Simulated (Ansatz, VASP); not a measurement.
## One calculation of Pt, two programs

```
Pt
1.0
     2.75854    0.00000    0.00000
    -1.37927    2.26952    0.00000
     0.00000    0.00000    4.78138
Pt
2
Direct
  0.66667 0.33333 0.75000
  0.33333 0.66667 0.25000
```

Change from the starting cell: normal strain along x +0.0000, normal strain along y -0.0500.

Alike in both runs: task single point; functional PBE; k mesh 18 × 18 × 10; occupations gaussian, width 0.15 eV; no spin polarisation.

```csv
,VASP,Ansatz
version,VASP 6.6.1,Ansatz 0.2.0
potentials or method,"VASP PAW PBE potentials, release 64 (Pt), cutoff 520 eV","scalar-relativistic, plane waves, PAW"
valence electrons in the cell,20,36
```

```tsv
	VASP	Ansatz	Ansatz less VASP
gap on the k mesh at the Fermi level (eV)	none	none	-
pressure (GPa)	15.6	16.1	+0.53
traceless stress, the component that is largest in VASP (GPa)	11.23	11.32	+0.090
rms of the force components (eV/Å)	0.018	0.018	+0.0003
```

Atom by atom the forces differ by 0.000 eV/Å (rms over components). A gap of «none» marks a metal or a gap that the smearing closes. VASP's potentials hold 20 valence electrons a cell and Ansatz's 36, so a difference there can come from the potentials and not from the codes.

Neither program's run includes spin-orbit coupling.
